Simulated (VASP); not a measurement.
# Ag (Fm-3m) in VASP: notebook

Ag is run at these levels: PBEsol; tasks: single point.

All numbers are computed with VASP 6.6.1; they aren't measurements. Logs are shortened: lines on timing, memory, paths and dates and some standing lists are left out, and cuts for length are marked.

### 1 The cell of the first run

Symmetry: Fm-3m, No. 225, cubic system. Conventional cell: a = 3.107 Å, b = 3.107 Å, c = 3.107 Å, α = 90.00°, β = 90.00°, γ = 90.00°. Ag (site symmetry m-3m) has 12 Ag at 2.20 Å within 2.9 Å.

### 2 Single point, PBEsol (volume scaled by 0.45)

File INCAR:

```
  PREC = Accurate
  ENCUT = 520
  EDIFF = 1E-6
  ISMEAR = -1
  SIGMA = 0.1
  LREAL = False
  LASPH = True
  NELM = 60
  ALGO = Normal
  ISIF = 2
  LWAVE = False
  LCHARG = False
  GGA = PS
  NBANDS = 12
```

File KPOINTS:

```
regular mesh
0
Gamma
  16 16 16
```

File POSCAR:

```
Ag
1.0
    0.0000000000      1.5534236227      1.5534236227
    1.5534236227      0.0000000000      1.5534236227
    1.5534236227      1.5534236227      0.0000000000
Ag
1
Direct
    0.0000000000      0.0000000000      0.0000000000
```

Potentials or basis: VASP PAW PBE potentials, release 64 (Ag).

Run with:

```bash
$ cat potpaw_PBE.64/Ag/POTCAR > POTCAR
$ mpirun -np 1 vasp_std > vasp.out
```

OUTCAR:

```text
PREC = Accurate
   ENCUT = 520
   EDIFF = 1E-6
   ISMEAR = -1
   LREAL = False
   LASPH = True
   NELM = 60
   ISIF = 2
   GGA = PS

 ion  position               nearest neighbor table
   1  0.000  0.000  0.000-

  LATTYP: Found a face centered cubic cell.
 ALAT       =     3.1068472454

  Lattice vectors:

 A1 = (   0.0000000000,   1.5534236227,   1.5534236227)
 A2 = (   1.5534236227,   0.0000000000,   1.5534236227)
 A3 = (   1.5534236227,   1.5534236227,   0.0000000000)

Analysis of symmetry for initial positions (statically):
=====================================================================
 Subroutine PRICEL returns:
 Original cell was already a primitive cell.

 Routine SETGRP: Setting up the symmetry group for a
 face centered cubic supercell.

 Subroutine GETGRP returns: Found 48 space group operations
 (whereof 48 operations were pure point group operations)
 out of a pool of 48 trial point group operations.

The static configuration has the point symmetry O_h .

Analysis of symmetry for dynamics (positions and initial velocities):
=====================================================================
 Subroutine PRICEL returns:
 Original cell was already a primitive cell.

 Routine SETGRP: Setting up the symmetry group for a
 face centered cubic supercell.

 Subroutine GETGRP returns: Found 48 space group operations
 (whereof 48 operations were pure point group operations)
 out of a pool of 48 trial point group operations.

The dynamic configuration has the point symmetry O_h .

 Subroutine INISYM returns: Found 48 space group operations
 (whereof 48 operations are pure point group operations),
 and found     1 'primitive' translations

----------------------------------------------------------------------------------------

                                     Primitive cell

  volume of cell :       7.4972

  direct lattice vectors                    reciprocal lattice vectors
     0.000000000  1.553423623  1.553423623    -0.321869703  0.321869703  0.321869703
     1.553423623  0.000000000  1.553423623     0.321869703 -0.321869703  0.321869703
     1.553423623  1.553423623  0.000000000     0.321869703  0.321869703 -0.321869703

  length of vectors
     2.196872755  2.196872755  2.196872755     0.557494679  0.557494679  0.557494679

  position of ions in fractional coordinates (direct lattice)
     0.000000000  0.000000000  0.000000000

  ion indices of the primitive-cell ions
   primitive index   ion index
                 1           1

----------------------------------------------------------------------------------------

 KPOINTS: regular mesh

Automatic generation of k-mesh.
 Grid dimensions read from file:
 generate k-points for:   16   16   16

 Generating k-lattice:

  Cartesian coordinates                     Fractional coordinates (reciprocal lattice)
    -0.020116856  0.020116856  0.020116856     0.062500000  0.000000000  0.000000000
     0.020116856 -0.020116856  0.020116856     0.000000000  0.062500000  0.000000000
     0.020116856  0.020116856 -0.020116856     0.000000000  0.000000000  0.062500000

  Length of vectors
     0.034843417  0.034843417  0.034843417

  Shift w.r.t. Gamma in fractional coordinates (k-lattice)
     0.000000000  0.000000000  0.000000000

 Subroutine IBZKPT returns following result:
 ===========================================

 Found    145 irreducible k-points:

 Following reciprocal coordinates:
            Coordinates               Weight
  0.000000  0.000000  0.000000      1.000000
  0.062500  0.000000  0.000000      8.000000
  0.125000  0.000000  0.000000      8.000000
  0.187500  0.000000  0.000000      8.000000
  0.250000  0.000000  0.000000      8.000000
  0.312500  0.000000  0.000000      8.000000
[... 16 lines left out ...]
 -0.125000  0.062500  0.000000     24.000000
 -0.062500  0.062500  0.000000     12.000000
 [... further k-points ...]
   k-points           NKPTS =    145   k-points in BZ     NKDIM =    145   number of bands    NBANDS=     12
   number of dos      NEDOS =    301   number of ions     NIONS =      1
   total plane-waves  NPLWV =   4096
   dimension x,y,z NGX =    16 NGY =   16 NGZ =   16
   dimension x,y,z NGXF=    32 NGYF=   32 NGZF=   32
   ions per type =               1
   NGX,Y,Z   is equivalent  to a cutoff of  12.11, 12.11, 12.11 a.u.
   NGXF,Y,Z  is equivalent  to a cutoff of  24.22, 24.22, 24.22 a.u.
 SYSTEM =  unknown system
   PREC   = accura    normal or accurate (medium, high low for compatibility)
   ISTART =      0    job   : 0-new  1-cont  2-samecut
   ICHARG =      2    charge: 1-file 2-atom 10-const
   ISPIN  =      1    spin polarized calculation?
   LNONCOLLINEAR =      F non collinear calculations
   LSORBIT =      F    spin-orbit coupling
   LASPH  =      T    aspherical Exc in radial PAW
   ENCUT  =  520.0 eV  38.22 Ry    6.18 a.u.   4.08  4.08  4.08*2*pi/ulx,y,z
   NELM   =     60;   NELMIN=  2; NELMDL= -5     # of ELM steps
   EDIFF  = 0.1E-05   stopping-criterion for ELM
   LREAL  =      F    real-space projection
   EDIFFG = 0.1E-04   stopping-criterion for IOM
   NSW    =      0    number of steps for IOM
   IBRION =     -1    ionic relax: 0-MD 1-quasi-New 2-CG
   NFREE  =      0    steps in history (QN), initial steepest desc. (CG)
   ISIF   =      2    stress and relaxation
   ISYM   =      2    0-nonsym 1-usesym 2-fastsym
   POTIM  = 0.5000    time-step for ionic-motion
   TEBEG  =    0.0;   TEEND  =   0.0 temperature during run
   PSTRESS=    0.0 pullay stress
   NELECT =      11.0000    total number of electrons
   NUPDOWN=      -1.0000    fix difference up-down
   EMIN   =  10.00;   EMAX   =-10.00  energy-range for DOS
   EFERMI =   0.00;   METHOD = LEGACY
   ISMEAR =    -1;   SIGMA  =   0.10  broadening in eV -4-tet -1-fermi 0-gaus
   EFERMI_NEDOS =   21; number of points for ismear=-14 and -15
   IALGO  =     38    algorithm
   IMIX   =      4    mixing-type and parameters
     AMIX     =   0.40;   BMIX     =  1.00
     AMIX_MAG =   1.60;   BMIX_MAG =  1.00
  volume/ion in A,a.u.               =       7.50        50.59
  Fermi-wavevector in a.u.,A,eV,Ry     =   1.860255  3.515372 47.083625  3.460549
  Thomas-Fermi vector in A             =   2.908306
   LORBIT       =      0    0 simple, 1 ext, 2 COOP (PROOUT), +10 PAW based schemes
   GGA     = PS    functional components
   LHFCALC =     F    Hartree Fock is set to
   AEXX    =    0.0000 exact exchange contribution
   IVDW    =     0    specifies the selected vdW correction
   LEPSILON=     F    determine dielectric tensor
   LRPA    =     F    only Hartree local field effects (RPA)
 non-spin polarized calculation
  energy-cutoff  :      520.00
  volume of cell :        7.50
 maximum number of plane-waves:       210
   NGX =  9   NGY =  9   NGZ =  9

 number of electron      11.0000004 magnetization

 Free energy of the ion-electron system (eV)
  ---------------------------------------------------
  ext. energy  EPLUGINS =         0.00000000
  ---------------------------------------------------
  free energy    TOTEN  =         7.14373768 eV

  energy without entropy =        7.14906453  energy(sigma->0) =        7.14640110

 E-fermi :  28.6208     XC(G=0): -17.9834

 val. band max:       28.5148970602   @ k =   0.5000   0.5000   0.0000
 cond. band min:      28.6488076711   @ k =  -0.2500   0.2500   0.0625
 fundamental gap:      0.1339106109
 Fermi energy:        28.6207819348

 k-point     1 :       0.0000    0.0000    0.0000
  band No.  band energies     occupation
      1      10.9977      2.00000
      2      16.1628      2.00000
      3      16.1628      2.00000
      4      16.1628      2.00000
      5      20.3455      2.00000
      6      20.3455      2.00000
      7      40.3613      0.00000
      8      49.6280      0.00000
      9      49.6280      0.00000
     10      49.6280      0.00000
     11      57.7523      0.00000
     12      59.9869      0.00000

 k-point     2 :       0.0625    0.0000    0.0000
  band No.  band energies     occupation
      1      11.2626      2.00000
      2      16.0223      2.00000
      3      16.2810      2.00000
      4      16.2810      2.00000
      5      20.2603      2.00000
      6      20.2603      2.00000
      7      40.8526      0.00000
      8      48.4699      0.00000
      9      50.0969      0.00000
     10      50.0969      0.00000
     11      58.9953      0.00000
     12      60.2572      0.00000

 k-point     3 :       0.1250    0.0000    0.0000
  band No.  band energies     occupation
      1      11.9502      2.00000
      2      15.7522      2.00000
      3      16.5755      2.00000
      4      16.5755      2.00000
      5      20.0903      2.00000
      6      20.0903      2.00000
      7      42.1561      0.00000
      8      46.3286      0.00000
      9      51.4562      0.00000
     10      51.4562      0.00000
     11      59.6394      0.00000
     12      62.4087      0.00000
[... 286 lines left out ...]
 k-point    23 :      -0.1250    0.0625    0.0000
  band No.  band energies     occupation
      1      12.4339      2.00000
      2      15.4347      2.00000
      3      16.7726      2.00000
      4      16.9063      2.00000
      5      19.5511      2.00000
      6      20.5213      2.00000
      7      43.0787      0.00000
      8      45.6392      0.00000
      9      51.2186      0.00000
     10      53.0631      0.00000
     11      59.6395      0.00000
     12      62.7449      0.00000

 k-point    24 :      -0.0625    0.0625    0.0000
  band No.  band energies     occupation
      1      11.6797      2.00000
      2      15.7520      2.00000
      3      16.4346      2.00000
      4      16.5629      2.00000
      5      19.9146      2.00000
      6      20.3749      2.00000
      7      41.6307      0.00000
      8      47.3962      0.00000
      9      50.1646      0.00000
     10      51.1882      0.00000
     11      59.5787      0.00000
     12      61.6033      0.00000

 [... further k-points ...]
[... 5 lines left out ...]
  --------------------------------------------------------------------------------------
  -------------------------------------------------------------------------------------
  Total       38.7018776     38.7018776     38.7018776      0.0000000      0.0000000      0.0000000
  in kB     8270.7121507   8270.7121507   8270.7121507      0.0000000      0.0000000      0.0000000
  external PRESSURE =    8270.7121507 kB  Pullay stress =       0.0000000 kB

 VOLUME and BASIS-vectors are now :
 -----------------------------------------------------------------------------
  energy-cutoff  :      520.00
  volume of cell :        7.50
      direct lattice vectors                 reciprocal lattice vectors
     0.000000000  1.553423623  1.553423623    -0.321869703  0.321869703  0.321869703
     1.553423623  0.000000000  1.553423623     0.321869703 -0.321869703  0.321869703
     1.553423623  1.553423623  0.000000000     0.321869703  0.321869703 -0.321869703

 POSITION                                       TOTAL-FORCE (eV/Angst)
 -----------------------------------------------------------------------------------
      0.00000      0.00000      0.00000         0.000000      0.000000      0.000000
 -----------------------------------------------------------------------------------
    total drift:                                0.000000      0.000000     -0.000000

  FREE ENERGIE OF THE ION-ELECTRON SYSTEM (eV)
  ---------------------------------------------------
  free  energy   TOTEN  =         7.1437376806 eV

  energy  without entropy=        7.1490645250  energy(sigma->0) =        7.14640110
```

Wall time 5.9 s (1 thread of Intel Xeon Platinum 8375C at 2.90GHz (Ice Lake), shared host); peak memory 0.12 GiB.

The run converged, but its numbers aren't listed here, since they failed a check.

Caveat: the PAW data sets were made with another functional, which shifts forces and pressure a little.

(Continued in part 2 of 3.)
